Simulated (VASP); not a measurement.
# Si (Im-3m) in VASP: a series of runs, part 2 of 2

VASP 6.6.1. Earlier steps stand in the parts before.

## (3) Relaxation of cell and atoms, PBEsol, target pressure 69 GPa, at which the enthalpy is minimised

This run uses another cell than the first one, of 9.86 Å³/atom, 0.969 times its volume.

The input, INCAR:

```
PREC     = Accurate       # precision mode
ENCUT    = 600            # plane-wave cutoff, eV
EDIFF    = 1E-6           # SCF threshold, eV
ISMEAR   = -1             # smearing method
SIGMA    = 0.05           # smearing width, eV
LREAL    = False          # projectors in reciprocal space
LASPH    = True           # aspherical terms in the spheres
NELM     = 60             # most SCF steps
ALGO     = Normal         # electronic algorithm
ISIF     = 3              # what is computed and relaxed
LWAVE    = False          # write WAVECAR
LCHARG   = False          # write CHGCAR
GGA      = PS             # functional
IBRION   = 2              # ionic algorithm
NSW      = 60             # ionic steps
EDIFFG   = -0.005         # ionic threshold
PSTRESS  = 690.0
```

The input, KPOINTS:

```
regular mesh
0
Gamma
  19 19 19
```

The input, POSCAR:

```
Si
1.0
   -1.3509392960      1.3509392960      1.3509392960
    1.3509392960     -1.3509392960      1.3509392960
    1.3509392960      1.3509392960     -1.3509392960
Si
1
Direct
    0.0000000000      0.0000000000      0.0000000000
```

Potentials or basis: VASP PAW PBE potentials, release 64 (Si).

Command:

```console
> cat potpaw_PBE.64/Si/POTCAR > POTCAR
> mpirun -np 1 vasp_std > vasp.out
```

OUTCAR:

```text
PREC = Accurate
   ENCUT = 600
   EDIFF = 1E-6
   ISMEAR = -1
   LREAL = False
   LASPH = True
   NELM = 60
   ISIF = 3
   GGA = PS
   IBRION = 2
   NSW = 60
   EDIFFG = -0.005
   PSTRESS = 690.0

 ion  position               nearest neighbor table
   1  0.000  0.000  0.000-

  LATTYP: Found a body centered cubic cell.
 ALAT       =     2.7018785920

  Lattice vectors:

 A1 = (  -1.3509392960,   1.3509392960,   1.3509392960)
 A2 = (   1.3509392960,  -1.3509392960,   1.3509392960)
 A3 = (   1.3509392960,   1.3509392960,  -1.3509392960)

Analysis of symmetry for initial positions (statically):
=====================================================================
 Subroutine PRICEL returns:
 Original cell was already a primitive cell.

 Routine SETGRP: Setting up the symmetry group for a
 body centered cubic supercell.

 Subroutine GETGRP returns: Found 48 space group operations
 (whereof 48 operations were pure point group operations)
 out of a pool of 48 trial point group operations.

The static configuration has the point symmetry O_h .

Analysis of symmetry for dynamics (positions and initial velocities):
=====================================================================
 Subroutine PRICEL returns:
 Original cell was already a primitive cell.

 Routine SETGRP: Setting up the symmetry group for a
 body centered cubic supercell.

 Subroutine GETGRP returns: Found 48 space group operations
 (whereof 48 operations were pure point group operations)
 out of a pool of 48 trial point group operations.

The dynamic configuration has the point symmetry O_h .

 Subroutine INISYM returns: Found 48 space group operations
 (whereof 48 operations are pure point group operations),
 and found     1 'primitive' translations

----------------------------------------------------------------------------------------

                                     Primitive cell

  volume of cell :       9.8621

  direct lattice vectors                    reciprocal lattice vectors
    -1.350939296  1.350939296  1.350939296     0.000000000  0.370112855  0.370112855
     1.350939296 -1.350939296  1.350939296     0.370112855  0.000000000  0.370112855
     1.350939296  1.350939296 -1.350939296     0.370112855  0.370112855  0.000000000

  length of vectors
     2.339895499  2.339895499  2.339895499     0.523418619  0.523418619  0.523418619

  position of ions in fractional coordinates (direct lattice)
     0.000000000  0.000000000  0.000000000

  ion indices of the primitive-cell ions
   primitive index   ion index
                 1           1

----------------------------------------------------------------------------------------

 KPOINTS: regular mesh

Automatic generation of k-mesh.
 Grid dimensions read from file:
 generate k-points for:   19   19   19

 Generating k-lattice:

  Cartesian coordinates                     Fractional coordinates (reciprocal lattice)
     0.000000000  0.019479624  0.019479624     0.052631579  0.000000000  0.000000000
     0.019479624  0.000000000  0.019479624     0.000000000  0.052631579  0.000000000
     0.019479624  0.019479624  0.000000000     0.000000000  0.000000000  0.052631579

  Length of vectors
     0.027548348  0.027548348  0.027548348

  Shift w.r.t. Gamma in fractional coordinates (k-lattice)
     0.000000000  0.000000000  0.000000000

 Subroutine IBZKPT returns following result:
 ===========================================

 Found    220 irreducible k-points:

 Following reciprocal coordinates:
            Coordinates               Weight
  0.000000  0.000000  0.000000      1.000000
  0.052632  0.000000  0.000000     12.000000
  0.105263  0.000000  0.000000     12.000000
  0.157895  0.000000  0.000000     12.000000
  0.210526  0.000000  0.000000     12.000000
  0.263158  0.000000  0.000000     12.000000
[... 16 lines left out ...]
  0.263158  0.105263  0.000000     48.000000
  0.315789  0.105263 -0.000000     48.000000
 [... further k-points ...]
   k-points           NKPTS =    220   k-points in BZ     NKDIM =    220   number of bands    NBANDS=      6
   number of dos      NEDOS =    301   number of ions     NIONS =      1
   total plane-waves  NPLWV =   8000
   dimension x,y,z NGX =    20 NGY =   20 NGZ =   20
   dimension x,y,z NGXF=    40 NGYF=   40 NGZF=   40
   ions per type =               1
   NGX,Y,Z   is equivalent  to a cutoff of  14.21, 14.21, 14.21 a.u.
   NGXF,Y,Z  is equivalent  to a cutoff of  28.42, 28.42, 28.42 a.u.
 SYSTEM =  unknown system
   PREC   = accura    normal or accurate (medium, high low for compatibility)
   ISTART =      0    job   : 0-new  1-cont  2-samecut
   ICHARG =      2    charge: 1-file 2-atom 10-const
   ISPIN  =      1    spin polarized calculation?
   LNONCOLLINEAR =      F non collinear calculations
   LSORBIT =      F    spin-orbit coupling
   LASPH  =      T    aspherical Exc in radial PAW
   ENCUT  =  600.0 eV  44.10 Ry    6.64 a.u.   4.67  4.67  4.67*2*pi/ulx,y,z
   NELM   =     60;   NELMIN=  2; NELMDL= -5     # of ELM steps
   EDIFF  = 0.1E-05   stopping-criterion for ELM
   LREAL  =      F    real-space projection
   EDIFFG = -.5E-02   stopping-criterion for IOM
   NSW    =     60    number of steps for IOM
   IBRION =      2    ionic relax: 0-MD 1-quasi-New 2-CG
   NFREE  =      1    steps in history (QN), initial steepest desc. (CG)
   ISIF   =      3    stress and relaxation
   ISYM   =      2    0-nonsym 1-usesym 2-fastsym
   POTIM  = 0.5000    time-step for ionic-motion
   TEBEG  =    0.0;   TEEND  =   0.0 temperature during run
   PSTRESS=  690.0 pullay stress
   NELECT =       4.0000    total number of electrons
   NUPDOWN=      -1.0000    fix difference up-down
   EMIN   =  10.00;   EMAX   =-10.00  energy-range for DOS
   EFERMI =   0.00;   METHOD = LEGACY
   ISMEAR =    -1;   SIGMA  =   0.05  broadening in eV -4-tet -1-fermi 0-gaus
   EFERMI_NEDOS =   21; number of points for ismear=-14 and -15
   IALGO  =     38    algorithm
   IMIX   =      4    mixing-type and parameters
     AMIX     =   0.40;   BMIX     =  1.00
     AMIX_MAG =   1.60;   BMIX_MAG =  1.00
  volume/ion in A,a.u.               =       9.86        66.55
  Fermi-wavevector in a.u.,A,eV,Ry     =   1.211822  2.290012 19.980341  1.468514
  Thomas-Fermi vector in A             =   2.347326
   LORBIT       =      0    0 simple, 1 ext, 2 COOP (PROOUT), +10 PAW based schemes
   GGA     = PS    functional components
   LHFCALC =     F    Hartree Fock is set to
   AEXX    =    0.0000 exact exchange contribution
   IVDW    =     0    specifies the selected vdW correction
   LEPSILON=     F    determine dielectric tensor
   LRPA    =     F    only Hartree local field effects (RPA)
 conjugate gradient relaxation of ions
 non-spin polarized calculation
  energy-cutoff  :      600.00
  volume of cell :        9.86
 maximum number of plane-waves:       342
   NGX =  9   NGY =  9   NGZ =  9

--------------------------------------- Ionic step        1  -------------------------------------------

 number of electron       4.0000000 magnetization

 Free energy of the ion-electron system (eV)
  ---------------------------------------------------
  ext. energy  EPLUGINS =         0.00000000
  ---------------------------------------------------
  free energy    TOTEN  =        -4.53567800 eV

  energy without entropy =       -4.53224330  energy(sigma->0) =       -4.53396065

------------------------ aborting loop because EDIFF is reached ----------------------------------------

  FORCE on cell =-STRESS in cart. coord.  units (eV):
  Direction    XX          YY          ZZ          XY          YZ          ZX
  --------------------------------------------------------------------------------------
  -------------------------------------------------------------------------------------
  Total        4.9906862      4.9906862      4.9906862      0.0000000      0.0000000      0.0000000
  in kB      810.7805994    810.7805994    810.7805994      0.0000000      0.0000000      0.0000000
  external PRESSURE =     120.7805994 kB  Pullay stress =     690.0000000 kB
[... 98 lines left out ...]
--------------------------------------- Ionic step        4  -------------------------------------------

 number of electron       4.0000000 magnetization

 Free energy of the ion-electron system (eV)
  ---------------------------------------------------
  ext. energy  EPLUGINS =         0.00000000
  ---------------------------------------------------
  free energy    TOTEN  =        -4.69027677 eV

  energy without entropy =       -4.68655689  energy(sigma->0) =       -4.68841683

 E-fermi :  15.3914     XC(G=0): -12.7113

 val. band max:       15.3697250517   @ k =  -0.3158   0.4211   0.2105
 cond. band min:      15.4072773791   @ k =   0.2105   0.2105   0.0000
 fundamental gap:      0.0375523274
 Fermi energy:        15.3914264960

 k-point     1 :       0.0000    0.0000    0.0000
  band No.  band energies     occupation
      1      -2.6481      2.00000
      2      29.5878      0.00000
      3      29.5878      0.00000
      4      29.5878      0.00000
      5      32.2694      0.00000
      6      32.2694      0.00000
[... 199 lines left out ...]
 k-point    24 :       0.3158    0.1053   -0.0000
  band No.  band energies     occupation
      1       2.8591      2.00000
      2      12.5939      2.00000
      3      19.9525      0.00000
      4      23.6411      0.00000
      5      28.1990      0.00000
      6      31.4314      0.00000

 [... further k-points ...]

------------------------ aborting loop because EDIFF is reached ----------------------------------------

  FORCE on cell =-STRESS in cart. coord.  units (eV):
  Direction    XX          YY          ZZ          XY          YZ          ZX
  --------------------------------------------------------------------------------------
  -------------------------------------------------------------------------------------
  Total        4.3907847      4.3907847      4.3907847      0.0000000      0.0000000      0.0000000
  in kB      690.1799650    690.1799650    690.1799650      0.0000000      0.0000000      0.0000000
  external PRESSURE =       0.1799650 kB  Pullay stress =     690.0000000 kB
[... 20 lines left out ...]
  energy  without entropy=       -4.6865568922  energy(sigma->0) =       -4.68841683

  enthalpy is  TOTEN    =        -0.3006370044 eV   P V=        4.3896397703

 reached required accuracy - stopping structural energy minimisation
```

Wall time 39 s (1 thread of Intel Xeon Platinum 8259CL at 2.50GHz (Skylake/Cascade Lake), shared host); peak memory 0.13 GiB.

Results:

```yaml
Free_energy: -4.6903 eV
Relaxed_volume: 10.19 Å³/atom
Relaxed_cell: a = 2.366 Å, b = 2.366 Å, c = 2.366 Å, α = 109.47°, β = 109.47°, γ = 109.47°
Space_group_after_relaxing_to_0.05_Å: Im-3m (No. 229)
Energy_change_on_relaxing_the_enthalpy_is_what_falls: -154.6 meV/atom
Ionic_steps: 4
Pressure_after_relaxing: 69.0 GPa
Band_gap_on_the_k_mesh: zero (band 2 reaches 29.59 eV, above the bottom of band 3 at 11.17 eV)
```

The path:
| step | energy change (eV) | largest force (eV/Å) | pressure (GPa) | volume (Å³) |
| --- | --- | --- | --- | --- |
| 1 | 0.0000 | 0.0000 | 81.08 | 9.86 |
| 2 | -0.4298 | 0.0000 | 46.75 | 10.96 |
| 3 | -0.1591 | 0.0000 | 68.63 | 10.20 |
| 4 | -0.1546 | 0.0000 | 69.02 | 10.19 |

Final structure:
```yaml
crystal:
  lattice:
    - [-1.36587, 1.36587, 1.36587]
    - [1.36587, -1.36587, 1.36587]
    - [1.36587, 1.36587, -1.36587]
  atoms:
    - { symbol: Si, position: [0.00000, 0.00000, 0.00000] }
```

Caveat: the cell is relaxed towards a set pressure, so the enthalpy falls and the energy may rise; the PAW data sets were made with another functional, which shifts forces and pressure a little.

## (4) Relaxation of cell and atoms, PBEsol, target pressure 69 GPa, at which the enthalpy is minimised

The input, INCAR:

```
PREC = Accurate
ENCUT = 600
EDIFF = 1E-6
ISMEAR = -1
SIGMA = 0.05
LREAL = F
LASPH = T
NELM = 100
ALGO = Normal
ISIF = 3
LWAVE = F
LCHARG = F
GGA = PS
IBRION = 2
NSW = 32
EDIFFG = -0.005
PSTRESS = 690.0
```

The input, KPOINTS:

```
Automatic mesh
0
Gamma
  19 19 19
```

The input, POSCAR:

```
Si
1.0
   -1.3654182550      1.3654182550      1.3654182550
    1.3654182550     -1.3654182550      1.3654182550
    1.3654182550      1.3654182550     -1.3654182550
Si
1
Direct
    0.0000000000      0.0000000000      0.0000000000
```

Command:

```console
> cat potpaw_PBE.64/Si/POTCAR > POTCAR
> mpirun -np 1 vasp_std > vasp.out
```

It took 36 s on 1 thread of Intel Xeon Platinum 8259CL at 2.50GHz (Skylake/Cascade Lake), shared host; peak memory 0.12 GiB.

It converged, with:

```
Free energy                                            : -4.6910 eV
Relaxed volume                                         : 10.19 Å³/atom
Relaxed cell                                           : a = 2.366 Å, b = 2.366 Å, c = 2.366 Å, α = 109.47°, β = 109.47°, γ = 109.47°
Space group after relaxing (to 0.05 Å)                 : Im-3m (No. 229)
Energy change on relaxing (the enthalpy is what falls) : -5.1 meV/atom
Ionic steps                                            : 3
Pressure after relaxing                                : 69.0 GPa
Band gap on the k mesh                                 : zero (band 2 reaches 29.58 eV, above the bottom of band 3 at 11.17 eV)
```

The path:
```
step  energy change (eV)  largest force (eV/Å)  pressure (GPa)  volume (Å³)
   1              0.0000                0.0000           69.40        10.18
   2             -0.0159                0.0000           68.15        10.22
   3             -0.0051                0.0000           69.00        10.19
```

Final structure:
```yaml
crystal:
  lattice:
    - [-1.36594, 1.36594, 1.36594]
    - [1.36594, -1.36594, 1.36594]
    - [1.36594, 1.36594, -1.36594]
  atoms:
    - { symbol: Si, position: [0.00000, 0.00000, 0.00000] }
```

Levels at points of the mesh, in eV from the Fermi level:
| k point | band 1 | band 2 | band 3 | band 4 | band 5 | band 6 |
| --- | --- | --- | --- | --- | --- | --- |
| (0.00, 0.00, 0.00) | -18.04 | 14.20 | 14.20 | 14.20 | 16.87 | 16.87 |

Caveat: the cell is relaxed towards a set pressure, so the enthalpy falls and the energy may rise; the PAW data sets were made with another functional, which shifts forces and pressure a little.

## (5) The runs side by side

```csv
task,cell,cutoff (eV),gap on the mesh (eV),pressure (GPa)
single point,"a = 2.365 Å, angles 109.5°, 1 atom",520,none,69.4
relaxation of cell and atoms,"relaxed to 69 GPa from a = 2.340 Å, angles 109.5°, 1 atom",600,none,69.0
relaxation of cell and atoms,"relaxed to 69 GPa from a = 2.365 Å, angles 109.5°, 1 atom",600,none,69.0
```

Alike in all rows: level PBEsol; potentials or basis VASP PAW PBE potentials, release 64 (Si); no spin polarisation; k mesh 19 × 19 × 19; smearing fermi-dirac 0.05 eV.

Caveats: the PAW data sets were made with another functional, which shifts forces and pressure a little; the cell is relaxed towards a set pressure, so the enthalpy falls and the energy may rise (some runs).

Total energies depend on the potentials used, so only differences within one code and one set of settings carry meaning.
